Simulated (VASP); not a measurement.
# SnTe (F-43m) in VASP: a series of runs, part 2 of 2

VASP 6.6.1.

### 3 Single point, LDA

This run uses another cell than the first one, of 46.15 Å³/atom, 1.032 times its volume.

Input file INCAR:

```
SYSTEM = SnTe
  PREC = Accurate
  ENCUT = 520
  EDIFF = 1E-7
  ISMEAR = 0
  SIGMA = 0.01
  LREAL = .FALSE.
  LASPH = .TRUE.
  NELM = 100
  ALGO = Normal
  ISIF = 2
  LWAVE = .FALSE.
  LCHARG = .FALSE.
  NBANDS = 17
```

Input file KPOINTS:

```
regular mesh
0
G
  6 6 6
  0 0 0
```

Input file POSCAR:

```
SnTe
1.0
    0.0000000000      3.5869093905      3.5869093905
    3.5869093905      0.0000000000      3.5869093905
    3.5869093905      3.5869093905      0.0000000000
Sn Te
1 1
Direct
    0.0000000000      0.0000000000      0.0000000000
    0.7500000000      0.7500000000      0.7500000000
```

Potentials or basis: VASP PAW LDA potentials, release 64 (Sn_d, Te).

On the command line:

```console
$ cat potpaw_LDA.64/Sn_d/POTCAR potpaw_LDA.64/Te/POTCAR > POTCAR
$ mpirun -np 1 vasp_std > vasp.out
```

OUTCAR:

```text
SYSTEM = SnTe
   PREC = Accurate
   ENCUT = 520
   EDIFF = 1E-7
   ISMEAR = 0
   LREAL = .FALSE.
   LASPH = .TRUE.
   NELM = 100
   ISIF = 2

 ion  position               nearest neighbor table
   1  0.000  0.000  0.000-   2 3.11   2 3.11   2 3.11   2 3.11
   2  0.750  0.750  0.750-   1 3.11   1 3.11   1 3.11   1 3.11

  LATTYP: Found a face centered cubic cell.
 ALAT       =     7.1738187810

  Lattice vectors:

 A1 = (   0.0000000000,   3.5869093905,   3.5869093905)
 A2 = (   3.5869093905,   0.0000000000,   3.5869093905)
 A3 = (   3.5869093905,   3.5869093905,   0.0000000000)

Analysis of symmetry for initial positions (statically):
=====================================================================
 Subroutine PRICEL returns:
 Original cell was already a primitive cell.

 Routine SETGRP: Setting up the symmetry group for a
 face centered cubic supercell.

 Subroutine GETGRP returns: Found 24 space group operations
 (whereof 24 operations were pure point group operations)
 out of a pool of 48 trial point group operations.

The static configuration has the point symmetry T_d .

Analysis of symmetry for dynamics (positions and initial velocities):
=====================================================================
 Subroutine PRICEL returns:
 Original cell was already a primitive cell.

 Routine SETGRP: Setting up the symmetry group for a
 face centered cubic supercell.

 Subroutine GETGRP returns: Found 24 space group operations
 (whereof 24 operations were pure point group operations)
 out of a pool of 48 trial point group operations.

The dynamic configuration has the point symmetry T_d .

 Subroutine INISYM returns: Found 24 space group operations
 (whereof 24 operations are pure point group operations),
 and found     1 'primitive' translations

----------------------------------------------------------------------------------------

                                     Primitive cell

  volume of cell :      92.2978

  direct lattice vectors                    reciprocal lattice vectors
     0.000000000  3.586909390  3.586909390    -0.139395771  0.139395771  0.139395771
     3.586909390  0.000000000  3.586909390     0.139395771 -0.139395771  0.139395771
     3.586909390  3.586909390  0.000000000     0.139395771  0.139395771 -0.139395771

  length of vectors
     5.072655907  5.072655907  5.072655907     0.241440558  0.241440558  0.241440558

  position of ions in fractional coordinates (direct lattice)
     0.000000000  0.000000000  0.000000000
     0.750000000  0.750000000  0.750000000

  ion indices of the primitive-cell ions
   primitive index   ion index
                 1           1
                 2           2

----------------------------------------------------------------------------------------

 KPOINTS: regular mesh

Automatic generation of k-mesh.
 Grid dimensions read from file:
 generate k-points for:    6    6    6

 Generating k-lattice:

  Cartesian coordinates                     Fractional coordinates (reciprocal lattice)
    -0.023232629  0.023232629  0.023232629     0.166666667  0.000000000  0.000000000
     0.023232629 -0.023232629  0.023232629     0.000000000  0.166666667  0.000000000
     0.023232629  0.023232629 -0.023232629     0.000000000  0.000000000  0.166666667

  Length of vectors
     0.040240093  0.040240093  0.040240093

  Shift w.r.t. Gamma in fractional coordinates (k-lattice)
     0.000000000  0.000000000  0.000000000

 Subroutine IBZKPT returns following result:
 ===========================================

 Found     16 irreducible k-points:

 Following reciprocal coordinates:
            Coordinates               Weight
  0.000000  0.000000  0.000000      1.000000
  0.166667  0.000000  0.000000      8.000000
  0.333333  0.000000  0.000000      8.000000
  0.500000  0.000000  0.000000      4.000000
  0.166667  0.166667  0.000000      6.000000
  0.333333  0.166667  0.000000     24.000000
[... 8 lines left out ...]
 -0.333333  0.333333  0.166667     24.000000
 -0.333333  0.500000  0.166667     12.000000
   k-points           NKPTS =     16   k-points in BZ     NKDIM =     16   number of bands    NBANDS=     17
   number of dos      NEDOS =    301   number of ions     NIONS =      2
   total plane-waves  NPLWV =  64000
   dimension x,y,z NGX =    40 NGY =   40 NGZ =   40
   dimension x,y,z NGXF=    80 NGYF=   80 NGZF=   80
   ions per type =               1   1
   NGX,Y,Z   is equivalent  to a cutoff of  13.11, 13.11, 13.11 a.u.
   NGXF,Y,Z  is equivalent  to a cutoff of  26.22, 26.22, 26.22 a.u.
 SYSTEM =  SnTe
   PREC   = accura    normal or accurate (medium, high low for compatibility)
   ISTART =      0    job   : 0-new  1-cont  2-samecut
   ICHARG =      2    charge: 1-file 2-atom 10-const
   ISPIN  =      1    spin polarized calculation?
   LNONCOLLINEAR =      F non collinear calculations
   LSORBIT =      F    spin-orbit coupling
   LASPH  =      T    aspherical Exc in radial PAW
   ENCUT  =  520.0 eV  38.22 Ry    6.18 a.u.   9.43  9.43  9.43*2*pi/ulx,y,z
   NELM   =    100;   NELMIN=  2; NELMDL= -5     # of ELM steps
   EDIFF  = 0.1E-06   stopping-criterion for ELM
   LREAL  =      F    real-space projection
   EDIFFG = 0.1E-05   stopping-criterion for IOM
   NSW    =      0    number of steps for IOM
   IBRION =     -1    ionic relax: 0-MD 1-quasi-New 2-CG
   NFREE  =      0    steps in history (QN), initial steepest desc. (CG)
   ISIF   =      2    stress and relaxation
   ISYM   =      2    0-nonsym 1-usesym 2-fastsym
   POTIM  = 0.5000    time-step for ionic-motion
   TEBEG  =    0.0;   TEEND  =   0.0 temperature during run
   PSTRESS=    0.0 pullay stress
   NELECT =      20.0000    total number of electrons
   NUPDOWN=      -1.0000    fix difference up-down
   EMIN   =  10.00;   EMAX   =-10.00  energy-range for DOS
   EFERMI =   0.00;   METHOD = LEGACY
   ISMEAR =     0;   SIGMA  =   0.01  broadening in eV -4-tet -1-fermi 0-gaus
   EFERMI_NEDOS =   21; number of points for ismear=-14 and -15
   IALGO  =     38    algorithm
   IMIX   =      4    mixing-type and parameters
     AMIX     =   0.40;   BMIX     =  1.00
     AMIX_MAG =   1.60;   BMIX_MAG =  1.00
  volume/ion in A,a.u.               =      46.15       311.43
  Fermi-wavevector in a.u.,A,eV,Ry     =   0.983304  1.858175 13.155290  0.966887
  Thomas-Fermi vector in A             =   2.114452
   LORBIT       =      0    0 simple, 1 ext, 2 COOP (PROOUT), +10 PAW based schemes
   GGA     = CA    functional components
   LHFCALC =     F    Hartree Fock is set to
   AEXX    =    0.0000 exact exchange contribution
   IVDW    =     0    specifies the selected vdW correction
   LEPSILON=     F    determine dielectric tensor
   LRPA    =     F    only Hartree local field effects (RPA)
 non-spin polarized calculation
 Gauss-broadening in eV      SIGMA  =   0.01
  energy-cutoff  :      520.00
  volume of cell :       92.30
 maximum number of plane-waves:      2511
 NGX is ok and might be reduce to    40
   NGX = 19   NGY = 19   NGZ = 19

 number of electron      20.0000005 magnetization

 Free energy of the ion-electron system (eV)
  ---------------------------------------------------
  ext. energy  EPLUGINS =         0.00000000
  ---------------------------------------------------
  free energy    TOTEN  =        -8.01680527 eV

  energy without entropy =       -8.01680527  energy(sigma->0) =       -8.01680527

 E-fermi :   3.0205     XC(G=0):  -7.8834

 val. band max:        2.9401838305   @ k =  -0.3333   0.5000   0.1667
 cond. band min:       3.0831506980   @ k =   0.5000   0.5000   0.0000
 fundamental gap:      0.1429668675
 Fermi energy:         3.0204931712

 k-point     1 :       0.0000    0.0000    0.0000
  band No.  band energies     occupation
      1     -18.6022      2.00000
      2     -18.6022      2.00000
      3     -18.6022      2.00000
      4     -18.5905      2.00000
      5     -18.5905      2.00000
      6      -8.5606      2.00000
[... 9 lines left out ...]
     16       9.5440      0.00000
     17      10.5827      0.00000
[... 281 lines left out ...]
 k-point    16 :      -0.3333    0.5000    0.1667
  band No.  band energies     occupation
      1     -18.6052      2.00000
      2     -18.6000      2.00000
      3     -18.5991      2.00000
      4     -18.5911      2.00000
      5     -18.5899      2.00000
      6      -7.7638      2.00000
[... 9 lines left out ...]
     16      10.9671      0.00000
     17      10.9858      0.00000

------------------------ aborting loop because EDIFF is reached ----------------------------------------

  FORCE on cell =-STRESS in cart. coord.  units (eV):
  Direction    XX          YY          ZZ          XY          YZ          ZX
  --------------------------------------------------------------------------------------
  -------------------------------------------------------------------------------------
  Total       -0.9863962     -0.9863962     -0.9863962      0.0000000      0.0000000      0.0000000
  in kB      -17.1226408    -17.1226408    -17.1226408      0.0000000      0.0000000      0.0000000
  external PRESSURE =     -17.1226408 kB  Pullay stress =       0.0000000 kB

 VOLUME and BASIS-vectors are now :
 -----------------------------------------------------------------------------
  energy-cutoff  :      520.00
  volume of cell :       92.30
      direct lattice vectors                 reciprocal lattice vectors
     0.000000000  3.586909390  3.586909390    -0.139395771  0.139395771  0.139395771
     3.586909390  0.000000000  3.586909390     0.139395771 -0.139395771  0.139395771
     3.586909390  3.586909390  0.000000000     0.139395771  0.139395771 -0.139395771

 POSITION                                       TOTAL-FORCE (eV/Angst)
 -----------------------------------------------------------------------------------
      0.00000      0.00000      0.00000        -0.000000      0.000000     -0.000000
      5.38036      5.38036      5.38036         0.000000     -0.000000      0.000000
 -----------------------------------------------------------------------------------
    total drift:                                0.000000      0.000000      0.000000

  FREE ENERGIE OF THE ION-ELECTRON SYSTEM (eV)
  ---------------------------------------------------
  free  energy   TOTEN  =        -8.0168052697 eV

  energy  without entropy=       -8.0168052697  energy(sigma->0) =       -8.01680527
```

OSZICAR:

```text
N       E                     dE             d eps       ncg     rms          rms(c)
DAV:   1     0.121855600077E+03    0.12186E+03   -0.91237E+03   544   0.116E+03
DAV:   2     0.384912105782E+01   -0.11801E+03   -0.11534E+03   576   0.283E+02
DAV:   3    -0.780352836372E+01   -0.11653E+02   -0.11594E+02   664   0.883E+01
DAV:   4    -0.815538979219E+01   -0.35186E+00   -0.35172E+00   660   0.165E+01
DAV:   5    -0.817028643610E+01   -0.14897E-01   -0.14896E-01   781   0.317E+00    0.453E+00
DAV:   6    -0.802822468997E+01    0.14206E+00   -0.35499E-01   717   0.285E+00    0.299E+00
DAV:   7    -0.801861731784E+01    0.96074E-02   -0.69082E-02   584   0.975E-01    0.106E+00
DAV:   8    -0.801681767755E+01    0.17996E-02   -0.78403E-03   662   0.606E-01    0.215E-01
DAV:   9    -0.801677339949E+01    0.44278E-04   -0.16840E-03   674   0.244E-01    0.523E-02
DAV:  10    -0.801677871459E+01   -0.53151E-05   -0.16814E-04   630   0.694E-02    0.334E-02
DAV:  11    -0.801680573790E+01   -0.27023E-04   -0.47616E-05   573   0.307E-02    0.241E-02
DAV:  12    -0.801680523266E+01    0.50524E-06   -0.31004E-06   619   0.108E-02    0.135E-02
DAV:  13    -0.801680526973E+01   -0.37074E-07   -0.53856E-07   589   0.300E-03
   1 F= -.80168053E+01 E0= -.80168053E+01  d E =-.697976E-21
```

stdout:

```text
POSCAR found type information on POSCAR SnTe
 POSCAR found :  2 types and       2 ions
 scaLAPACK will be used
 LDA part: xc-table for (Slater(with rela. corr.)+CA(PZ))
 , standard interpolation
 POSCAR, INCAR and KPOINTS ok, starting setup
 FFT: planning ... GRIDC
 FFT: planning ... GRID_SOFT
 FFT: planning ... GRID
 WAVECAR not read
 entering main loop
```

Run time: 17 s. Hardware: 1 thread of AMD EPYC 7R13 (Zen 3), shared host; peak memory 0.17 GiB.

What came out:

- Free energy: -8.0168 eV
- Pressure: -1.7 GPa
- Band gap on the k mesh: 0.14 eV, indirect (least direct gap 0.70 eV)

Levels at points of the mesh, in eV from the valence-band top:
```
           k point  band 6  band 7  band 8  band 9  band 10  band 11  band 12  band 13  band 14  band 15
(0.00, 0.00, 0.00)  -11.50   -5.07   -1.79   -1.79    -1.79     1.12     1.12     1.12     4.05     6.60
(0.50, 0.00, 0.00)  -10.94   -6.94   -2.34   -2.34    -1.96     1.93     1.93     3.56     5.63     6.41
(0.50, 0.50, 0.00)  -10.71   -7.31   -3.03   -3.03    -0.56     0.14     4.06     4.06     5.48     6.49
```

Caveat: spin-orbit coupling is left out, which moves the levels of the heavy elements. A k mesh can miss the band edges.
